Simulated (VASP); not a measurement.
Write the native input for VASP 6.6.1 that does the following.

| Quantity | Value |
| --- | --- |
| Task | single point |
| Functional | PBEsol |
| Potentials or basis | VASP PAW PBE potentials, release 64 (Ge_d) |
| Cutoff | 520 eV |
| k mesh | 24 × 24 × 22 |
| Occupations | gaussian, width 0.15 eV |
| Spin | no spin polarisation |
| Dipole correction | no |
| Further INCAR settings | ALGO = Normal; EDIFF = 1e-06; NBANDS = 13 |

The structure of Ge lies in POSCAR:

```
Ge
1.0
    1.4240837833     -2.5950862784      0.0000000000
    1.4240837833      2.5950862784      0.0000000000
    0.0000000000      0.0000000000      2.6427277821
Ge
1
Direct
    0.5000000000      0.5000000000      0.0000000000
```

This cell differs from its parent crystal: strain +0.030 along x and y, +0.000 along z.

These files were run (other wordings do the same):

INCAR

```
ALGO = Normal
EDIFF = 1E-6
ENCUT = 520
GGA = PS
ISIF = 2
ISMEAR = 0
LASPH = True
LCHARG = False
LREAL = False
LWAVE = False
NBANDS = 13
NELM = 80
PREC = Accurate
SIGMA = 0.15
```

KPOINTS

```
k-points
0
Gamma
  24 24 22
```

Potentials or basis: VASP PAW PBE potentials, release 64 (Ge_d).

Run with:

```sh
$ cat potpaw_PBE.64/Ge_d/POTCAR > POTCAR
$ mpirun -np 1 vasp_std > vasp.out
```

It gave:

```yaml
Pressure: -4.1 GPa
Band_gap_on_the_k_mesh: zero (bands 7 and 8 overlap by 10.32 eV)
```

Caveat: the cell differs from its parent crystal (strain +0.030 along x and y, +0.000 along z); the cell stands under tension; the PAW data sets were made with another functional, which shifts forces and pressure a little.

Run time: 3 min on 1 thread of Intel(R) Xeon(R) Platinum 8259CL CPU @ 2.50GHz (Skylake/Cascade Lake), with other jobs on the host, peak memory 0.52 GiB.
